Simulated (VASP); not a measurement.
The system is NaH.

```
Na H
1.0
     3.95331    0.00000    0.00000
    -1.97665    3.42366    0.00000
     0.00000    0.00000    4.82832
Na H
2 2
Direct
  0.33333 0.66667 0.25000
  0.66667 0.33333 0.75000
  0.66667 0.33333 0.25000
  0.33333 0.66667 0.75000
```

Base run:

| Item | Value |
| --- | --- |
| Program | VASP 6.6.1 |
| Functional | r2SCAN |
| Potentials or basis | VASP PAW PBE potentials, release 64 (Na_pv, H) |
| Cutoff | 520 eV |
| k mesh | 12 × 12 × 6 |
| Occupations | gaussian, width 0.01 eV |
| Spin | no spin polarisation |

Its results: band gap on the k mesh 3.68 eV, indirect (least direct gap 4.45 eV); pressure -0.2 GPa.

Question: The run is repeated on the same cell with these changes: functional from r2SCAN to PBE. What comes out?

Answer: Band gap on the k mesh 3.33 eV, indirect (least direct gap 4.12 eV); pressure 0.3 GPa.

r2SCAN gives the wider gap, since meta-GGAs in the generalised Kohn-Sham scheme recover part of the derivative discontinuity.

Caveats: the PAW data sets were made with another functional, which shifts forces and pressure a little (some runs).

A k mesh can miss the band edges.
